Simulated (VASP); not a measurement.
Set up this calculation in VASP 6.6.1, as the native input.

```
Task                   : single point
Functional             : PBEsol
Potentials or basis    : VASP PAW PBE potentials, release 64 (Nd, H)
Cutoff                 : 520 eV
k mesh                 : 8 × 8 × 8
Occupations            : fermi-dirac, width 0.05 eV
Spin                   : collinear spin, ferromagnetic start
Starting moments       : [3.0, 0.0, 0.0] μB
Dipole correction      : no
Further INCAR settings : ALGO = Normal; EDIFF = 1e-06; NBANDS = 19
```

The structure of NdH2 lies in POSCAR:

```
NdH2
1.0
    0.0000000000      2.7531131106      2.7531131106
    2.7531131106      0.0000000000      2.7531131106
    2.7531131106      2.7531131106      0.0000000000
Nd H
1 2
Direct
    0.0000000000      0.0000000000      0.0000000000
    0.7500000000      0.7500000000      0.7500000000
    0.2500000000      0.2500000000      0.2500000000
```

The input as run:

INCAR

```
PREC     = Accurate       # precision mode
ENCUT    = 520            # plane-wave cutoff, eV
EDIFF    = 1E-6           # SCF threshold, eV
ISMEAR   = -1             # smearing method
SIGMA    = 0.05           # smearing width, eV
LREAL    = False          # projectors in reciprocal space
LASPH    = True           # aspherical terms in the spheres
NELM     = 150            # most SCF steps
ALGO     = Normal         # electronic algorithm
ISIF     = 2              # what is computed and relaxed
LWAVE    = False          # write WAVECAR
LCHARG   = False          # write CHGCAR
ISPIN    = 2              # spin polarisation
MAGMOM   = 3 0 0          # initial moments
LORBIT   = 11             # projections on sites
LMAXMIX  = 6              # l up to which the mixer works
GGA      = PS             # functional
NBANDS   = 19             # bands
```

KPOINTS

```
Automatic mesh
0
Gamma
  8 8 8
```

Potentials or basis: VASP PAW PBE potentials, release 64 (Nd, H).

The run is started by

```bash
$ cat potpaw_PBE.64/Nd/POTCAR potpaw_PBE.64/H/POTCAR > POTCAR
$ mpirun -np 1 vasp_std > vasp.out
```

Results of the run:

```
Pressure                                              : -2.2 GPa
Net moment                                            : 3.78 μB per cell
Site moments                                          : Nd +3.18; H -0.02 μB
Valence electrons inside the program's atomic spheres : Nd 11.09; H 0.54
```

Caveat: the magnetic or orbital state may not be the lowest; the PAW data sets were made with another functional, which shifts forces and pressure a little.

It took 90 s on 1 thread of Intel(R) Xeon(R) Platinum 8259CL CPU @ 2.50GHz (Skylake/Cascade Lake), on a shared host, peak memory 0.21 GiB.
